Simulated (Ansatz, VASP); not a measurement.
## Two plane-wave programs on KBr

The input POSCAR:

```
KBr
1.0
    0.0000000000      3.3218549415      3.3218549415
    3.3218549415      0.0000000000      3.3218549415
    3.3218549415      3.3218549415      0.0000000000
Br K
1 1
Direct
    0.5000000000      0.5000000000      0.5000000000
    0.0000000000      0.0000000000      0.0000000000
```

File INCAR.step1:

```
SYSTEM = KBr
ALGO = Normal
EDIFF = 1E-4
ENCUT = 520
GGA = PE
ISMEAR = -1
LASPH = .True.
LCHARG = .False.
LREAL = .False.
LWAVE = .True.
NBANDS = 15
NELM = 60
PREC = Accurate
SIGMA = 0.05
```

Contents of INCAR.step2:

```
SYSTEM = KBr
ALGO = Normal
EDIFF = 1E-6
ENCUT = 520
ISIF = 2
ISMEAR = -1
ISTART = 1
LASPH = .True.
LCHARG = .False.
LMIXTAU = .True.
LREAL = .False.
LWAVE = .False.
METAGGA = R2SCAN
NBANDS = 15
NELM = 60
PREC = Accurate
SIGMA = 0.05
```

KPOINTS

```
k-points
0
Gamma
  7 7 7
  0 0 0
```

File input.yaml:

```yaml
crystal:
  lattice:
    - [0.0, 3.3218549415, 3.3218549415]
    - [3.3218549415, 0.0, 3.3218549415]
    - [3.3218549415, 3.3218549415, 0.0]
  atoms:
    - { symbol: Br, position: [0.5, 0.5, 0.5] }
    - { symbol: K, position: [0.0, 0.0, 0.0] }
hamiltonian:
  xc: r2scan
  pseudopotentials: { kind: paw }
kpoints:
  mp_grid: { grid: [7, 7, 7] }
scf:
  occupations: { method: fermi_dirac, width: 0.05 }
output:
  forces: true
  stress: true
  eigenvalues: true
  write_density: true
  write_potential: true
  elf: true
  volumetric_format: npy
```

Alike in both runs: task single point; functional r2SCAN; k mesh 7 × 7 × 7; occupations fermi-dirac, width 0.05 eV; no spin polarisation.

```csv
,VASP,Ansatz
version,VASP 6.6.1,Ansatz 0.2.0
potentials or method,"VASP PAW PBE potentials, release 64 (Br, K_sv)",Ansatz PAW
plane-wave cutoff (eV),520,500
valence electrons in the cell,16,16
```

|  | VASP | Ansatz | Ansatz less VASP |
| --- | --- | --- | --- |
| gap on the k mesh at the Fermi level (eV) | 5.02 | 5.02 | -0.002 |
| least direct gap on the mesh (eV) | 5.02 | 5.02 | -0.002 |
| pressure (GPa) | -0.2 | -0.2 | +0.01 |

VASP's potentials were made for PBE, not for r2SCAN. The functional is the same, so the differences come from potentials, cutoffs and numerics.

Noted on Ansatz's run: odd divisions of the mesh miss points on the zone boundary, where band edges often lie, so the gap on the mesh can be too wide.
